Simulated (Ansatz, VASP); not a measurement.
**One calculation of Hg, two programs**

The input INCAR:

```
PREC = Accurate
ENCUT = 600
EDIFF = 1E-6
ISMEAR = -1
SIGMA = 0.05
LREAL = F
LASPH = T
NELM = 100
ALGO = Normal
ISIF = 3
LWAVE = F
LCHARG = F
GGA = PE
IBRION = 2
NSW = 60
EDIFFG = -0.005
```

Contents of KPOINTS:

```
Automatic mesh
0
Gamma
  7 7 10
```

The input POSCAR:

```
Hg
1.0
    5.4859537206      0.0000000000      0.0000000000
   -2.7429768603      4.7509752860      0.0000000000
    0.0000000000      0.0000000000      3.4012913068
Hg
3
Direct
    0.0000000000      0.0000000000      0.0000000000
    0.3333333333      0.6666666667      0.5000000000
    0.6666666667      0.3333333333      0.5000000000
```

Input for Ansatz:

```yaml
crystal:
  lattice:
    - [5.4859537206, 0.0, 0.0]
    - [-2.7429768603, 4.750975286, 0.0]
    - [0.0, 0.0, 3.4012913068]
  atoms:
    - { symbol: Hg, position: [0.0, 0.0, 0.0] }
    - { symbol: Hg, position: [0.3333333333, 0.6666666667, 0.5] }
    - { symbol: Hg, position: [0.6666666667, 0.3333333333, 0.5] }
kpoints:
  mp_grid: { grid: [7, 7, 10] }
scf:
  occupations: { method: fermi_dirac, width: 0.05 }
hamiltonian:
  xc: pbe
  pseudopotentials: { kind: paw }
output:
  forces: true
  stress: true
  write_density: true
  write_potential: true
  elf: true
  volumetric_format: npy
relax:
  f_tol: 0.005
  max_steps: 40
  cell: {}
```

Alike in both runs: task relaxation of cell and atoms; functional PBE; k mesh 7 × 7 × 10; occupations fermi-dirac, width 0.05 eV; no spin polarisation.

|  | VASP | Ansatz |
| --- | --- | --- |
| version | VASP 6.6.1 | Ansatz 0.2.0 |
| potentials or method | VASP PAW PBE potentials, release 64 (Hg) | PAW with Ansatz's default frozen-core files, scalar-relativistic |
| plane-wave cutoff (eV) | 600 | 420 |
| valence electrons in the cell | 36 | 60 |

```csv
,VASP,Ansatz,Ansatz less VASP
relaxed volume (Å³/atom),29.88,29.47,-0.403
relaxed cell length with the largest relative difference (Å),3.303,3.281,-0.0220
```

VASP's potentials hold 36 valence electrons a cell and Ansatz's 60, so a difference there can come from the potentials and not from the codes.

Neither program's run includes spin-orbit coupling.
